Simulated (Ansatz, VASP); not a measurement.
# BaTe: VASP beside Ansatz

```
Ba Te
1.0
     4.89537    0.00000    0.00000
    -2.44769    4.23952    0.00000
     0.00000    0.00000    8.58407
Ba Te
2 2
Direct
  0.00000 0.00000 0.00000
  0.00000 0.00000 0.50000
  0.33333 0.66667 0.25000
  0.66667 0.33333 0.75000
```

Alike in both runs: task single point; functional r2SCAN; k mesh 6 × 6 × 4; no spin polarisation.

|  | VASP | Ansatz |
| --- | --- | --- |
| version | VASP 6.6.1 | Ansatz 0.2.0 |
| potentials or method | VASP PAW PBE potentials, release 64 (Ba_sv, Te) | plane waves, PAW |
| plane-wave cutoff (eV) | 520 | 500 |
| occupations | gaussian, width 0.01 eV | fixed |
| valence electrons in the cell | 32 | 52 |

Ansatz gave:

```
gap on the k mesh at the Fermi level (eV) : 2.12
pressure (GPa)                            : 0.0
```

Task: What did VASP give for the same quantities?

Result: gap on the k mesh at the Fermi level (eV): 2.05; pressure (GPa): 0.3.

VASP's potentials were made for PBE, not for r2SCAN. VASP's potentials hold 32 valence electrons a cell and Ansatz's 52, so a difference there can come from the potentials and not from the codes.

Neither program's run includes spin-orbit coupling.
